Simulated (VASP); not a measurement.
Set up this calculation in VASP 6.6.1, as the native input.

```yaml
Task: single point
Functional: PBE
Potentials_or_basis: VASP PAW PBE potentials, release 64 (Ba_sv)
Cutoff: 520 eV
k_mesh: 12 × 12 × 4
Occupations: gaussian, width 0.1 eV
Spin: no spin polarisation
Dipole_correction: no
Further_INCAR_settings: ALGO = Normal; EDIFF = 1e-06; NBANDS = 28
```

The structure of Ba lies in POSCAR:

```
Ba
1.0
    3.8914580100     -2.2373227647      0.0153046740
    3.8914580100      2.2373227647      0.0153046740
   -2.7146193600      0.0000000000     14.6789457515
Ba
4
Direct
    0.2077458167      0.2077458167      0.1251004699
    0.7922541833      0.7922541833      0.8748995301
    0.3767475690      0.3767475690      0.6247651099
    0.6232524310      0.6232524310      0.3752348901
```

These files were run (other wordings do the same):

INCAR

```
SYSTEM = Ba
PREC     = Accurate       ! precision mode
ENCUT    = 520            ! plane-wave cutoff, eV
EDIFF    = 1E-6           ! SCF threshold, eV
ISMEAR   = 0              ! smearing method
SIGMA    = 0.1            ! smearing width, eV
LREAL    = .FALSE.        ! projectors in reciprocal space
LASPH    = .TRUE.         ! aspherical terms in the spheres
NELM     = 100            ! most SCF steps
ALGO     = Normal         ! electronic algorithm
ISIF     = 2              ! what is computed and relaxed
LWAVE    = .FALSE.        ! write WAVECAR
LCHARG   = .TRUE.         ! write CHGCAR
GGA      = PE             ! functional
LELF     = .TRUE.         ! ELF
LVHAR    = .TRUE.       
NBANDS   = 28             ! bands
```

KPOINTS

```
Automatic mesh
0
G
  12 12 4
  0 0 0
```

Potentials or basis: VASP PAW PBE potentials, release 64 (Ba_sv).

Command:

```console
$ cat potpaw_PBE.64/Ba_sv/POTCAR > POTCAR
$ mpirun -np 1 vasp_std > vasp.out
```

It gave:

```
Pressure               : 0.0 GPa
Largest force          : 0.005 eV/Å
Band gap on the k mesh : zero (band 20 reaches 1.76 eV, above the bottom of band 21 at 1.55 eV)
```

Caveat: spin-orbit coupling is left out, which moves the levels of the heavy elements.

Wall time 7.3 min on 1 thread of Intel(R) Xeon(R) Platinum 8559C (Emerald Rapids) (shared host), peak memory 0.99 GiB.
